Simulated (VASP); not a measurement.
# AlPtC2N2 (P-1) in VASP: single point with PBE

Aim: the single point of AlPtC2N2 with PBE.

Program: VASP 6.6.1. These are calculated values, not measurements. Logs are shortened: lines on timing, memory, paths and dates and some standing lists are left out, and cuts for length are marked.

**1. The cell of the first run**

The typed cell holds 6 atoms: a = 4.309 Å, b = 4.565 Å, c = 8.663 Å, α = 84.15°, β = 85.81°, γ = 67.48°.

**2. Single point, PBE**

INCAR

```
PREC = Accurate
ENCUT = 700
EDIFF = 1E-6
ISMEAR = 0
SIGMA = 0.1
LREAL = F
LASPH = T
NELM = 120
ALGO = Normal
ISIF = 2
LWAVE = F
LCHARG = F
GGA = PE
NBANDS = 28
GGA_COMPAT = F
```

KPOINTS

```
Automatic mesh
0
Gamma
  4 4 2
```

POSCAR

```
AlPtC2N2
1.0
    4.3092176400      0.0000000000      0.0000000000
    1.7486317600      4.2166420500      0.0000000000
    0.6333698700      0.6930046800      8.6122591900
Al Pt C N
1 1 2 2
Direct
    0.5000000000      0.5000000000      0.5000000000
    0.0000000000      0.0000000000      0.0000000000
    0.1898207700      0.8101792300      0.8101792300
    0.8101792300      0.1898207700      0.1898207700
    0.3056738300      0.6943261700      0.6943261700
    0.6943261700      0.3056738300      0.3056738300
```

Potentials or basis: VASP PAW PBE potentials, release 64 (Al, Pt_sv_GW, C, N).

Started as:

```
$ cat potpaw_PBE.64/Al/POTCAR potpaw_PBE.64/Pt_sv_GW/POTCAR potpaw_PBE.64/C/POTCAR potpaw_PBE.64/N/POTCAR > POTCAR
$ mpirun -np 1 vasp_std > vasp.out
```

OUTCAR:

```text
PREC = Accurate
   ENCUT = 700
   EDIFF = 1E-6
   ISMEAR = 0
   LREAL = F
   LASPH = T
   NELM = 120
   ISIF = 2
   GGA = PE

 ion  position               nearest neighbor table
   1  0.500  0.500  0.500-   5 1.96   6 1.96
   2  0.000  0.000  0.000-   3 1.92   4 1.92
   3  0.190  0.810  0.810-   5 1.17   2 1.92
   4  0.810  0.190  0.190-   6 1.17   2 1.92
   5  0.306  0.694  0.694-   3 1.17   1 1.96
   6  0.694  0.306  0.306-   4 1.17   1 1.96

  LATTYP: Found a triclinic cell.
 ALAT       =     4.5648420794
 B/A-ratio  =     0.9440014715
 C/A-ratio  =     1.8978268908
 COS(alpha) =     0.0731097074
 COS(beta)  =     0.1018973311
 COS(gamma) =     0.3830651159

  Lattice vectors:

 A1 = (  -1.7486317600,  -4.2166420500,   0.0000000000)
 A2 = (  -4.3092176400,   0.0000000000,   0.0000000000)
 A3 = (  -0.6333698700,  -0.6930046800,  -8.6122591900)

Analysis of symmetry for initial positions (statically):
=====================================================================
 Subroutine PRICEL returns:
 Original cell was already a primitive cell.

 Routine SETGRP: Setting up the symmetry group for a
 triclinic supercell.

 Subroutine GETGRP returns: Found  2 space group operations
 (whereof  2 operations were pure point group operations)
 out of a pool of  2 trial point group operations.

The static configuration has the point symmetry S_2 .

Analysis of symmetry for dynamics (positions and initial velocities):
=====================================================================
 Subroutine PRICEL returns:
 Original cell was already a primitive cell.

 Routine SETGRP: Setting up the symmetry group for a
 triclinic supercell.

 Subroutine GETGRP returns: Found  2 space group operations
 (whereof  2 operations were pure point group operations)
 out of a pool of  2 trial point group operations.

The dynamic configuration has the point symmetry S_2 .

 Subroutine INISYM returns: Found  2 space group operations
 (whereof  2 operations are pure point group operations),
 and found     1 'primitive' translations

----------------------------------------------------------------------------------------

                                     Primitive cell

  volume of cell :     156.4884

  direct lattice vectors                    reciprocal lattice vectors
     4.309217640  0.000000000  0.000000000     0.232060686 -0.096235033 -0.009322631
     1.748631760  4.216642050  0.000000000     0.000000000  0.237155535 -0.019083250
     0.633369870  0.693004680  8.612259190     0.000000000  0.000000000  0.116113551

  length of vectors
     4.309217640  4.564842079  8.663280051     0.251396608  0.237922084  0.116113551

  position of ions in fractional coordinates (direct lattice)
     0.500000000  0.500000000  0.500000000
     0.000000000  0.000000000  0.000000000
     0.189820770  0.810179230  0.810179230
     0.810179230  0.189820770  0.189820770
     0.305673830  0.694326170  0.694326170
     0.694326170  0.305673830  0.305673830

  ion indices of the primitive-cell ions
   primitive index   ion index
                 1           1
                 2           2
                 3           3
                 4           4
                 5           5
                 6           6

----------------------------------------------------------------------------------------

 KPOINTS: Automatic mesh

Automatic generation of k-mesh.
 Grid dimensions read from file:
 generate k-points for:    4    4    2

 Generating k-lattice:

  Cartesian coordinates                     Fractional coordinates (reciprocal lattice)
     0.058015171 -0.024058758 -0.002330658     0.250000000  0.000000000  0.000000000
     0.000000000  0.059288884 -0.004770813     0.000000000  0.250000000  0.000000000
     0.000000000  0.000000000  0.058056776     0.000000000  0.000000000  0.500000000

  Length of vectors
     0.062849152  0.059480521  0.058056776

  Shift w.r.t. Gamma in fractional coordinates (k-lattice)
     0.000000000  0.000000000  0.000000000

 Subroutine IBZKPT returns following result:
 ===========================================

 Found     20 irreducible k-points:

 Following reciprocal coordinates:
            Coordinates               Weight
  0.000000  0.000000  0.000000      1.000000
  0.250000 -0.000000  0.000000      2.000000
  0.500000 -0.000000  0.000000      1.000000
  0.000000  0.250000  0.000000      2.000000
  0.250000  0.250000  0.000000      2.000000
  0.500000  0.250000  0.000000      2.000000
[... 12 lines left out ...]
  0.250000  0.500000  0.500000      2.000000
  0.500000  0.500000  0.500000      1.000000
   k-points           NKPTS =     20   k-points in BZ     NKDIM =     20   number of bands    NBANDS=     28
   number of dos      NEDOS =    301   number of ions     NIONS =      6
   total plane-waves  NPLWV = 128000
   dimension x,y,z NGX =    40 NGY =   40 NGZ =   80
   dimension x,y,z NGXF=    80 NGYF=   80 NGZF=  160
   ions per type =               1   1   2   2
   NGX,Y,Z   is equivalent  to a cutoff of  15.43, 14.57, 15.35 a.u.
   NGXF,Y,Z  is equivalent  to a cutoff of  30.86, 29.14, 30.70 a.u.
 SYSTEM =  unknown system
   PREC   = accura    normal or accurate (medium, high low for compatibility)
   ISTART =      0    job   : 0-new  1-cont  2-samecut
   ICHARG =      2    charge: 1-file 2-atom 10-const
   ISPIN  =      1    spin polarized calculation?
   LNONCOLLINEAR =      F non collinear calculations
   LSORBIT =      F    spin-orbit coupling
   LASPH  =      T    aspherical Exc in radial PAW
   ENCUT  =  700.0 eV  51.45 Ry    7.17 a.u.   9.30  9.85 18.69*2*pi/ulx,y,z
   NELM   =    120;   NELMIN=  2; NELMDL= -5     # of ELM steps
   EDIFF  = 0.1E-05   stopping-criterion for ELM
   LREAL  =      F    real-space projection
   EDIFFG = 0.1E-04   stopping-criterion for IOM
   NSW    =      0    number of steps for IOM
   IBRION =     -1    ionic relax: 0-MD 1-quasi-New 2-CG
   NFREE  =      0    steps in history (QN), initial steepest desc. (CG)
   ISIF   =      2    stress and relaxation
   ISYM   =      2    0-nonsym 1-usesym 2-fastsym
   POTIM  = 0.5000    time-step for ionic-motion
   TEBEG  =    0.0;   TEEND  =   0.0 temperature during run
   PSTRESS=    0.0 pullay stress
   NELECT =      39.0000    total number of electrons
   NUPDOWN=      -1.0000    fix difference up-down
   EMIN   =  10.00;   EMAX   =-10.00  energy-range for DOS
   EFERMI =   0.00;   METHOD = LEGACY
   ISMEAR =     0;   SIGMA  =   0.10  broadening in eV -4-tet -1-fermi 0-gaus
   EFERMI_NEDOS =   21; number of points for ismear=-14 and -15
   IALGO  =     38    algorithm
   IMIX   =      4    mixing-type and parameters
     AMIX     =   0.40;   BMIX     =  1.00
     AMIX_MAG =   1.60;   BMIX_MAG =  1.00
  volume/ion in A,a.u.               =      26.08       176.01
  Fermi-wavevector in a.u.,A,eV,Ry     =   1.030233  1.946859 14.440963  1.061381
  Thomas-Fermi vector in A             =   2.164321
   LORBIT       =      0    0 simple, 1 ext, 2 COOP (PROOUT), +10 PAW based schemes
   GGA     = PE    functional components
   LHFCALC =     F    Hartree Fock is set to
   AEXX    =    0.0000 exact exchange contribution
   IVDW    =     0    specifies the selected vdW correction
   LEPSILON=     F    determine dielectric tensor
   LRPA    =     F    only Hartree local field effects (RPA)
 non-spin polarized calculation
 Gauss-broadening in eV      SIGMA  =   0.10
  energy-cutoff  :      700.00
  volume of cell :      156.49
 maximum number of plane-waves:      6604
 NGX is ok and might be reduce to    40
   NGX = 19   NGY = 19   NGZ = 37

 number of electron      39.0000001 magnetization

 Free energy of the ion-electron system (eV)
  ---------------------------------------------------
  ext. energy  EPLUGINS =         0.00000000
  ---------------------------------------------------
  free energy    TOTEN  =       -40.66096376 eV

  energy without entropy =      -40.63879393  energy(sigma->0) =      -40.64987884

 E-fermi :  -0.1884     XC(G=0):  -7.0682

 val. band max:       -0.2096602556   @ k =   0.5000   0.2500   0.5000
 cond. band min:      -0.1640526175   @ k =  -0.2500   0.2500   0.0000
 fundamental gap:      0.0456076381
 Fermi energy:        -0.1883976462

 k-point     1 :       0.0000    0.0000    0.0000
  band No.  band energies     occupation
      1     -97.0339      2.00000
      2     -51.8667      2.00000
      3     -50.9135      2.00000
      4     -50.8002      2.00000
      5     -18.6396      2.00000
      6     -18.5937      2.00000
[... 20 lines left out ...]
     27       6.0958      0.00000
     28       6.1336      0.00000

 k-point     2 :       0.2500   -0.0000    0.0000
  band No.  band energies     occupation
      1     -97.0339      2.00000
      2     -51.8667      2.00000
      3     -50.9138      2.00000
      4     -50.8002      2.00000
      5     -18.6241      2.00000
      6     -18.5918      2.00000
[... 20 lines left out ...]
     27       5.9817      0.00000
     28       6.2491      0.00000

 k-point     3 :       0.5000   -0.0000    0.0000
  band No.  band energies     occupation
      1     -97.0339      2.00000
      2     -51.8667      2.00000
      3     -50.9140      2.00000
      4     -50.8002      2.00000
      5     -18.5997      2.00000
      6     -18.5987      2.00000
[... 20 lines left out ...]
     27       5.9079      0.00000
     28       5.9475      0.00000

 k-point     4 :       0.0000    0.2500    0.0000
  band No.  band energies     occupation
      1     -97.0339      2.00000
      2     -51.8667      2.00000
      3     -50.9136      2.00000
      4     -50.8002      2.00000
      5     -18.6266      2.00000
      6     -18.5941      2.00000
[... 454 lines left out ...]
     27       5.4997      0.00000
     28       6.3235      0.00000

 k-point    19 :       0.2500    0.5000    0.5000
  band No.  band energies     occupation
      1     -97.0339      2.00000
      2     -51.8667      2.00000
      3     -50.9138      2.00000
      4     -50.8003      2.00000
      5     -18.6107      2.00000
      6     -18.5883      2.00000
[... 20 lines left out ...]
     27       6.2179      0.00000
     28       6.9458      0.00000

 k-point    20 :       0.5000    0.5000    0.5000
  band No.  band energies     occupation
      1     -97.0339      2.00000
      2     -51.8667      2.00000
      3     -50.9141      2.00000
      4     -50.8003      2.00000
      5     -18.5967      2.00000
      6     -18.5935      2.00000
[... 20 lines left out ...]
     27       5.7995      0.00000
     28       5.9769      0.00000

------------------------ aborting loop because EDIFF is reached ----------------------------------------

  FORCE on cell =-STRESS in cart. coord.  units (eV):
  Direction    XX          YY          ZZ          XY          YZ          ZX
  --------------------------------------------------------------------------------------
  -------------------------------------------------------------------------------------
  Total       -2.1176036      0.1752676      1.6226744     -0.2145269      0.9315333     -0.1781631
  in kB      -21.6806849      1.7944446     16.6134452     -2.1963931      9.5373276     -1.8240896
  external PRESSURE =      -1.0909317 kB  Pullay stress =       0.0000000 kB

 VOLUME and BASIS-vectors are now :
 -----------------------------------------------------------------------------
  energy-cutoff  :      700.00
  volume of cell :      156.49
      direct lattice vectors                 reciprocal lattice vectors
     4.309217640  0.000000000  0.000000000     0.232060686 -0.096235033 -0.009322631
     1.748631760  4.216642050  0.000000000     0.000000000  0.237155535 -0.019083250
     0.633369870  0.693004680  8.612259190     0.000000000  0.000000000  0.116113551

 POSITION                                       TOTAL-FORCE (eV/Angst)
 -----------------------------------------------------------------------------------
      3.34561      2.45482      4.30613        -0.000000      0.000000      0.000000
      0.00000      0.00000      0.00000        -0.000000      0.000000      0.000000
      2.74783      3.97769      6.97747        -0.433268      1.060466      1.994393
      3.94339      0.93195      1.63479         0.433268     -1.060466     -1.994393
      2.97110      3.40890      5.97972         0.667395     -1.483289     -2.748474
      3.72012      1.50075      2.63254        -0.667395      1.483289      2.748474
 -----------------------------------------------------------------------------------
    total drift:                                0.000000     -0.000000      0.000000

  FREE ENERGIE OF THE ION-ELECTRON SYSTEM (eV)
  ---------------------------------------------------
  free  energy   TOTEN  =       -40.6609637582 eV

  energy  without entropy=      -40.6387939268  energy(sigma->0) =      -40.64987884
```

Run time: 2.3 min. Hardware: 1 thread of AMD EPYC 7R13 (Zen 3), shared host; peak memory 0.42 GiB.

What came out:

```
Free energy            : -40.6610 eV
Pressure               : -0.1 GPa
Largest force          : 3.194 eV/Å
Band gap on the k mesh : zero (an odd number of electrons rules out a gap without spin polarisation)
```

Forces in eV/Å, atoms in the order of the input:
```
Al   0.000  0.000  0.000
Pt   0.000  0.000  0.000
C   -0.433  1.060  1.994
C    0.433 -1.060 -1.994
N    0.667 -1.483 -2.748
N   -0.667  1.483  2.748
```

Levels at points of the mesh, in eV from the Fermi level:
```csv
k point,band 17,band 18,band 19,band 20,band 21,band 22,band 23,band 24
"(0.00, 0.00, 0.00)",-1.32,-0.59,-0.46,-0.34,1.33,2.34,4.58,4.84
"(0.50, 0.00, 0.00)",-0.65,-0.35,-0.03,0.33,1.01,2.33,2.50,3.04
"(0.00, 0.50, 0.00)",-0.83,-0.34,-0.15,-0.10,1.34,2.53,2.95,3.29
"(0.50, 0.50, 0.00)",-0.59,-0.32,-0.03,0.33,0.70,1.20,3.05,4.58
"(0.00, 0.00, 0.50)",-1.15,-0.52,-0.48,-0.41,2.08,2.73,3.12,3.27
"(0.50, 0.00, 0.50)",-0.66,-0.36,-0.08,0.31,0.41,1.84,3.08,4.63
"(0.00, 0.50, 0.50)",-0.84,-0.34,-0.23,-0.09,0.75,2.21,3.22,4.98
"(0.50, 0.50, 0.50)",-0.58,-0.32,0.11,0.64,0.95,1.96,2.30,2.75
```

Caveat: the k points lie up to 0.39 Å⁻¹ apart, too coarse for converged energies and pressures of a metal; spin-orbit coupling is left out, which moves the levels of the heavy elements; an odd number of electrons without spin polarisation forces a metal; a magnetic or distorted state may lie lower.

The gap in the log of VASP goes by the Fermi energy; the results here count the filled bands.